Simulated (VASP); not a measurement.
# Ta (P6_3/mmc) in VASP: notebook

Runs on Ta. Level: revPBE. Tasks: single point.

Program: VASP 6.6.1. These are calculated values, not measurements. Logs are shortened: lines on timing, memory, paths and dates and some standing lists are left out, and cuts for length are marked.

### Step 1. The cell of the first run

The structure is hexagonal, space group P6_3/mmc (No. 194). Conventional cell: a = 2.832 Å, b = 2.832 Å, c = 5.027 Å, α = 90.00°, β = 90.00°, γ = 120.00°. Within 3.7 Å of Ta (site symmetry -6m2) lie 12 Ta at 2.83 to 3.00 Å.

### Step 2. Single point, revPBE (volume scaled by 0.92)

Input file INCAR:

```
SYSTEM = Ta
PREC     = Accurate       ! precision mode
ENCUT    = 520            ! plane-wave cutoff, eV
EDIFF    = 1E-6           ! SCF threshold, eV
ISMEAR   = -1             ! smearing method
SIGMA    = 0.1            ! smearing width, eV
LREAL    = .FALSE.        ! projectors in reciprocal space
LASPH    = .TRUE.         ! aspherical terms in the spheres
NELM     = 80             ! most SCF steps
ALGO     = Normal         ! electronic algorithm
ISIF     = 2              ! what is computed and relaxed
LWAVE    = .FALSE.        ! write WAVECAR
LCHARG   = .TRUE.         ! write CHGCAR
GGA      = RE             ! functional
LELF     = .TRUE.         ! ELF
LVHAR    = .TRUE.       
NBANDS   = 18             ! bands
```

Input file KPOINTS:

```
Automatic mesh
0
G
  14 14 7
  0 0 0
```

Input file POSCAR:

```
Ta
1.0
    2.8322569653      0.0000000000      0.0000000000
   -1.4161284827      2.4528064820      0.0000000000
    0.0000000000      0.0000000000      5.0269251603
Ta
2
Direct
    0.3333333333      0.6666666667      0.2500000000
    0.6666666667      0.3333333333      0.7500000000
```

Potentials or basis: VASP PAW PBE potentials, release 64 (Ta_pv).

Launch:

```console
cat potpaw_PBE.64/Ta_pv/POTCAR > POTCAR
mpirun -np 1 vasp_std > vasp.out
```

OUTCAR:

```text
SYSTEM = Ta
   PREC = Accurate
   ENCUT = 520
   EDIFF = 1E-6
   ISMEAR = -1
   LREAL = .FALSE.
   LASPH = .TRUE.
   NELM = 80
   ISIF = 2
   GGA = RE

 ion  position               nearest neighbor table
   1  0.333  0.667  0.250-   2 3.00   2 3.00   2 3.00   2 3.00   2 3.00   2 3.00
   2  0.667  0.333  0.750-   1 3.00   1 3.00   1 3.00   1 3.00   1 3.00   1 3.00

  LATTYP: Found a hexagonal cell.
 ALAT       =     2.8322569653
 C/A-ratio  =     1.7748831486

  Lattice vectors:

 A1 = (   2.8322569653,   0.0000000000,   0.0000000000)
 A2 = (  -1.4161284827,   2.4528064820,   0.0000000000)
 A3 = (   0.0000000000,   0.0000000000,   5.0269251603)

Analysis of symmetry for initial positions (statically):
=====================================================================
 Subroutine PRICEL returns:
 Original cell was already a primitive cell.

 Routine SETGRP: Setting up the symmetry group for a
 hexagonal supercell.

 Subroutine GETGRP returns: Found 24 space group operations
 (whereof 12 operations were pure point group operations)
 out of a pool of 24 trial point group operations.

The static configuration has the point symmetry D_3d.
 The point group associated with its full space group is D_6h.

Analysis of symmetry for dynamics (positions and initial velocities):
=====================================================================
 Subroutine PRICEL returns:
 Original cell was already a primitive cell.

 Routine SETGRP: Setting up the symmetry group for a
 hexagonal supercell.

 Subroutine GETGRP returns: Found 24 space group operations
 (whereof 12 operations were pure point group operations)
 out of a pool of 24 trial point group operations.

The dynamic configuration has the point symmetry D_3d.
 The point group associated with its full space group is D_6h.

 Subroutine INISYM returns: Found 24 space group operations
 (whereof 12 operations are pure point group operations),
 and found     1 'primitive' translations

----------------------------------------------------------------------------------------

                                     Primitive cell

  volume of cell :      34.9219

  direct lattice vectors                    reciprocal lattice vectors
     2.832256965  0.000000000  0.000000000     0.353075308  0.203848124  0.000000000
    -1.416128483  2.452806482  0.000000000     0.000000000  0.407696248  0.000000000
     0.000000000  0.000000000  5.026925160     0.000000000  0.000000000  0.198928762

  length of vectors
     2.832256965  2.832256965  5.026925160     0.407696248  0.407696248  0.198928762

  position of ions in fractional coordinates (direct lattice)
     0.333333333  0.666666667  0.250000000
     0.666666667  0.333333333  0.750000000

  ion indices of the primitive-cell ions
   primitive index   ion index
                 1           1
                 2           2

----------------------------------------------------------------------------------------

 KPOINTS: Automatic mesh

Automatic generation of k-mesh.
 Grid dimensions read from file:
 generate k-points for:   14   14    7

 Generating k-lattice:

  Cartesian coordinates                     Fractional coordinates (reciprocal lattice)
     0.025219665  0.014560580  0.000000000     0.071428571  0.000000000  0.000000000
     0.000000000  0.029121161  0.000000000     0.000000000  0.071428571  0.000000000
     0.000000000  0.000000000  0.028418395     0.000000000  0.000000000  0.142857143

  Length of vectors
     0.029121161  0.029121161  0.028418395

  Shift w.r.t. Gamma in fractional coordinates (k-lattice)
     0.000000000  0.000000000  0.000000000

 Subroutine IBZKPT returns following result:
 ===========================================

 Found     96 irreducible k-points:

 Following reciprocal coordinates:
            Coordinates               Weight
  0.000000  0.000000  0.000000      1.000000
  0.071429  0.000000  0.000000      6.000000
  0.142857 -0.000000  0.000000      6.000000
  0.214286  0.000000  0.000000      6.000000
  0.285714  0.000000  0.000000      6.000000
  0.357143  0.000000  0.000000      6.000000
[... 16 lines left out ...]
  0.285714  0.285714  0.000000      6.000000
  0.357143  0.285714  0.000000      6.000000
 [... further k-points ...]
   k-points           NKPTS =     96   k-points in BZ     NKDIM =     96   number of bands    NBANDS=     18
   number of dos      NEDOS =    301   number of ions     NIONS =      2
   total plane-waves  NPLWV =  23040
   dimension x,y,z NGX =    24 NGY =   24 NGZ =   40
   dimension x,y,z NGXF=    48 NGYF=   48 NGZF=   80
   ions per type =               2
   NGX,Y,Z   is equivalent  to a cutoff of  14.09, 14.09, 13.23 a.u.
   NGXF,Y,Z  is equivalent  to a cutoff of  28.17, 28.17, 26.46 a.u.
 SYSTEM =  Ta
   PREC   = accura    normal or accurate (medium, high low for compatibility)
   ISTART =      0    job   : 0-new  1-cont  2-samecut
   ICHARG =      2    charge: 1-file 2-atom 10-const
   ISPIN  =      1    spin polarized calculation?
   LNONCOLLINEAR =      F non collinear calculations
   LSORBIT =      F    spin-orbit coupling
   LASPH  =      T    aspherical Exc in radial PAW
   ENCUT  =  520.0 eV  38.22 Ry    6.18 a.u.   5.27  5.27  9.35*2*pi/ulx,y,z
   NELM   =     80;   NELMIN=  2; NELMDL= -5     # of ELM steps
   EDIFF  = 0.1E-05   stopping-criterion for ELM
   LREAL  =      F    real-space projection
   EDIFFG = 0.1E-04   stopping-criterion for IOM
   NSW    =      0    number of steps for IOM
   IBRION =     -1    ionic relax: 0-MD 1-quasi-New 2-CG
   NFREE  =      0    steps in history (QN), initial steepest desc. (CG)
   ISIF   =      2    stress and relaxation
   ISYM   =      2    0-nonsym 1-usesym 2-fastsym
   POTIM  = 0.5000    time-step for ionic-motion
   TEBEG  =    0.0;   TEEND  =   0.0 temperature during run
   PSTRESS=    0.0 pullay stress
   NELECT =      22.0000    total number of electrons
   NUPDOWN=      -1.0000    fix difference up-down
   EMIN   =  10.00;   EMAX   =-10.00  energy-range for DOS
   EFERMI =   0.00;   METHOD = LEGACY
   ISMEAR =    -1;   SIGMA  =   0.10  broadening in eV -4-tet -1-fermi 0-gaus
   EFERMI_NEDOS =   21; number of points for ismear=-14 and -15
   IALGO  =     38    algorithm
   IMIX   =      4    mixing-type and parameters
     AMIX     =   0.40;   BMIX     =  1.00
     AMIX_MAG =   1.60;   BMIX_MAG =  1.00
  volume/ion in A,a.u.               =      17.46       117.83
  Fermi-wavevector in a.u.,A,eV,Ry     =   1.403405  2.652050 26.797285  1.969545
  Thomas-Fermi vector in A             =   2.526070
   LORBIT       =      0    0 simple, 1 ext, 2 COOP (PROOUT), +10 PAW based schemes
   GGA     = RE    functional components
   LHFCALC =     F    Hartree Fock is set to
   AEXX    =    0.0000 exact exchange contribution
   IVDW    =     0    specifies the selected vdW correction
   LEPSILON=     F    determine dielectric tensor
   LRPA    =     F    only Hartree local field effects (RPA)
 non-spin polarized calculation
  energy-cutoff  :      520.00
  volume of cell :       34.92
 maximum number of plane-waves:       951
 NGX is ok and might be reduce to    24
   NGX = 11   NGY = 11   NGZ = 19

 number of electron      21.9999997 magnetization

 Free energy of the ion-electron system (eV)
  ---------------------------------------------------
  ext. energy  EPLUGINS =         0.00000000
  ---------------------------------------------------
  free energy    TOTEN  =       -22.15870398 eV

  energy without entropy =      -22.08022291  energy(sigma->0) =      -22.11946345

 E-fermi :   6.2383     XC(G=0): -12.7284

 val. band max:        6.2028177917   @ k =   0.2857   0.1429   0.4286
 cond. band min:       6.2393960289   @ k =   0.3571   0.1429   0.1429
 fundamental gap:      0.0365782372
 Fermi energy:         6.2382977031

 k-point     1 :       0.0000    0.0000    0.0000
  band No.  band energies     occupation
      1     -28.3180      2.00000
      2     -27.2631      2.00000
      3     -27.1465      2.00000
      4     -27.1465      2.00000
      5     -27.0408      2.00000
      6     -27.0408      2.00000
[... 10 lines left out ...]
     17      11.8418      0.00000
     18      11.8418      0.00000

 k-point     2 :       0.0714    0.0000    0.0000
  band No.  band energies     occupation
      1     -28.2972      2.00000
      2     -27.2656      2.00000
      3     -27.2134      2.00000
      4     -27.1646      2.00000
      5     -27.1094      2.00000
      6     -27.0527      2.00000
[... 10 lines left out ...]
     17      11.9404      0.00000
     18      12.3167      0.00000

 k-point     3 :       0.1429   -0.0000    0.0000
  band No.  band energies     occupation
      1     -28.2373      2.00000
      2     -27.3991      2.00000
      3     -27.2968      2.00000
      4     -27.2741      2.00000
      5     -27.2143      2.00000
      6     -27.0866      2.00000
[... 10 lines left out ...]
     17      12.1308      0.00000
     18      13.3523      0.00000

 k-point     4 :       0.2143    0.0000    0.0000
  band No.  band energies     occupation
      1     -28.1453      2.00000
      2     -27.6628      2.00000
      3     -27.5559      2.00000
      4     -27.2914      2.00000
      5     -27.2838      2.00000
      6     -27.1367      2.00000
[... 375 lines left out ...]
      4     -27.6955      2.00000
      5     -27.6124      2.00000
      6     -27.4805      2.00000
[... 10 lines left out ...]
     17      14.8912      0.00000
     18      15.2195      0.00000

 k-point    23 :       0.2857    0.2857    0.0000
  band No.  band energies     occupation
      1     -28.1791      2.00000
      2     -28.0805      2.00000
      3     -27.8392      2.00000
      4     -27.7114      2.00000
      5     -27.6821      2.00000
      6     -27.4897      2.00000
[... 10 lines left out ...]
     17      14.8245      0.00000
     18      14.9563      0.00000

 k-point    24 :       0.3571    0.2857    0.0000
  band No.  band energies     occupation
      1     -28.1577      2.00000
      2     -28.0229      2.00000
      3     -27.9389      2.00000
      4     -27.7883      2.00000
      5     -27.6221      2.00000
      6     -27.5378      2.00000
[... 10 lines left out ...]
     17      14.2116      0.00000
     18      14.4175      0.00000

 [... further k-points ...]

------------------------ aborting loop because EDIFF is reached ----------------------------------------

  FORCE on cell =-STRESS in cart. coord.  units (eV):
  Direction    XX          YY          ZZ          XY          YZ          ZX
  --------------------------------------------------------------------------------------
  -------------------------------------------------------------------------------------
  Total        4.1579727      4.1579727      3.6597667     -0.0000000      0.0000000     -0.0000000
  in kB      190.7628721    190.7628721    167.9057738     -0.0000000      0.0000000     -0.0000000
  external PRESSURE =     183.1438394 kB  Pullay stress =       0.0000000 kB

 VOLUME and BASIS-vectors are now :
 -----------------------------------------------------------------------------
  energy-cutoff  :      520.00
  volume of cell :       34.92
      direct lattice vectors                 reciprocal lattice vectors
     2.832256965  0.000000000  0.000000000     0.353075308  0.203848124  0.000000000
    -1.416128483  2.452806482  0.000000000     0.000000000  0.407696248  0.000000000
     0.000000000  0.000000000  5.026925160     0.000000000  0.000000000  0.198928762

 POSITION                                       TOTAL-FORCE (eV/Angst)
 -----------------------------------------------------------------------------------
     -0.00000      1.63520      1.25673        -0.000000      0.000000      0.000000
      1.41613      0.81760      3.77019         0.000000     -0.000000      0.000000
 -----------------------------------------------------------------------------------
    total drift:                               -0.000000      0.000000     -0.000000

  FREE ENERGIE OF THE ION-ELECTRON SYSTEM (eV)
  ---------------------------------------------------
  free  energy   TOTEN  =       -22.1587039815 eV

  energy  without entropy=      -22.0802229099  energy(sigma->0) =      -22.11946345
```

Run time: 39 s. Hardware: 1 thread of Intel Xeon Platinum 8259CL at 2.50GHz (Skylake/Cascade Lake), shared host; peak memory 0.19 GiB.

What came out:

- Free energy: -22.1587 eV
- Pressure: 18.3 GPa
- Band gap on the k mesh: zero (band 11 reaches 7.57 eV, above the bottom of band 12 at 5.59 eV)

Stress tensor (GPa, compression positive):
```
19.08  0.00  0.00
 0.00 19.08  0.00
 0.00  0.00 16.79
```

Caveat: the PAW data sets were made with another functional, which shifts forces and pressure a little; spin-orbit coupling is left out, which moves the levels of the heavy elements.

(Continued in part 2 of 2.)
